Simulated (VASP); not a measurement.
A run of VASP 6.6.1 is set up as follows.

File INCAR:

```
SYSTEM = HfH2
PREC = Accurate
ENCUT = 600
EDIFF = 1E-7
ISMEAR = 0
SIGMA = 0.1
LREAL = .FALSE.
LASPH = .TRUE.
NELM = 80
ALGO = Normal
ISIF = 4
LWAVE = .FALSE.
LCHARG = .FALSE.
GGA = PS
IBRION = 2
NSW = 50
EDIFFG = -0.01
```

Contents of KPOINTS:

```
Automatic mesh
0
G
  16 16 16
  0 0 0
```

File POSCAR:

```
HfH2
1.0
   -1.7613551090      1.7613551090      2.1720638004
    1.7613551090     -1.7613551090      2.1720638004
    1.7613551090      1.7613551090     -2.1720638004
Hf H
1 2
Direct
    0.0000000000      0.0000000000      0.0000000000
    0.7500000000      0.2500000000      0.5000000000
    0.2500000000      0.7500000000      0.5000000000
```

Potentials or basis: VASP PAW PBE potentials, release 64 (Hf_pv, H).

Run with:

```console
$ cat potpaw_PBE.64/Hf_pv/POTCAR potpaw_PBE.64/H/POTCAR > POTCAR
$ mpirun -np 1 vasp_std > vasp.out
```

Task: What does it give for the band gap on the k mesh?

Result: Zero (band 6 reaches 5.75 eV, above the bottom of band 7 at 4.61 eV).

Final structure:
```cif
data_structure
_symmetry_space_group_name_H-M 'P 1'
_symmetry_Int_Tables_number 1
_cell_length_a 3.3067
_cell_length_b 3.3067
_cell_length_c 3.3067
_cell_angle_alpha 115.759
_cell_angle_beta 115.759
_cell_angle_gamma 97.518
_cell_volume 26.95
loop_
_atom_site_label
_atom_site_type_symbol
_atom_site_fract_x
_atom_site_fract_y
_atom_site_fract_z
_atom_site_occupancy
Hf1 Hf 0.00000 0.00000 0.00000 1
H1 H 0.75000 0.25000 0.50000 1
H2 H 0.25000 0.75000 0.50000 1
```

Caveat: spin-orbit coupling is left out, which moves the levels of the heavy elements.
